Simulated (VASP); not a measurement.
Write the native input for VASP 6.6.1 that does the following.

| Property | Result |
| --- | --- |
| Task | single point |
| Functional | r2SCAN |
| Potentials or basis | VASP PAW PBE potentials, release 64 (K_sv) |
| Cutoff | 520 eV |
| k mesh | 12 × 12 × 12 |
| Occupations | gaussian, width 0.15 eV |
| Spin | no spin polarisation |
| Dipole correction | no |
| Further INCAR settings | ALGO = Normal; EDIFF = 1e-06; NBANDS = 10 |

The system is K.

```xyz
1
Lattice="3.8726 0.0000 0.0000 0.0000 3.8726 0.0000 0.0000 0.0000 4.7706" Properties=species:S:1:pos:R:3 pbc="T T T"
K     0.0000    0.0000    0.0000
```

The input as run:

POSCAR

```
K
1.0
    3.8725878415      0.0000000000      0.0000000000
    0.0000000000      3.8725878415      0.0000000000
    0.0000000000      0.0000000000      4.7706409619
K
1
Direct
    0.0000000000      0.0000000000      0.0000000000
```

INCAR.step1

```
SYSTEM = K
  PREC = Accurate
  ENCUT = 520
  ISMEAR = 0
  SIGMA = 0.15
  LREAL = .FALSE.
  LASPH = .TRUE.
  NELM = 100
  NBANDS = 10
  GGA = PE
  ALGO = Normal
  EDIFF = 1E-4
  LWAVE = .TRUE.
  LCHARG = .FALSE.
```

INCAR.step2

```
SYSTEM = K
  PREC = Accurate
  ENCUT = 520
  EDIFF = 1E-6
  ISMEAR = 0
  SIGMA = 0.15
  LREAL = .FALSE.
  LASPH = .TRUE.
  NELM = 100
  ALGO = Normal
  ISIF = 2
  LWAVE = .FALSE.
  LCHARG = .FALSE.
  METAGGA = R2SCAN
  LMIXTAU = .TRUE.
  NBANDS = 10
  ISTART = 1
```

KPOINTS

```
regular mesh
0
G
  12 12 12
  0 0 0
```

Potentials or basis: VASP PAW PBE potentials, release 64 (K_sv).

Run with:

```bash
$ cat potpaw_PBE.64/K_sv/POTCAR > POTCAR
$ cp INCAR.step1 INCAR
$ mpirun -np 1 vasp_std > vasp.out
$ cp INCAR.step2 INCAR
$ mpirun -np 1 vasp_std > vasp.out
```

Results of the run:

```yaml
Pressure: 0.5 GPa
Band_gap_on_the_k_mesh: zero (an odd number of electrons rules out a gap without spin polarisation)
```

Caveat: the PAW data sets were made with another functional, which shifts forces and pressure a little.

Run time: 5.3 min on 1 thread of AMD EPYC 9R45 96-Core Processor (Zen 5), with other jobs on the host, peak memory 0.25 GiB.
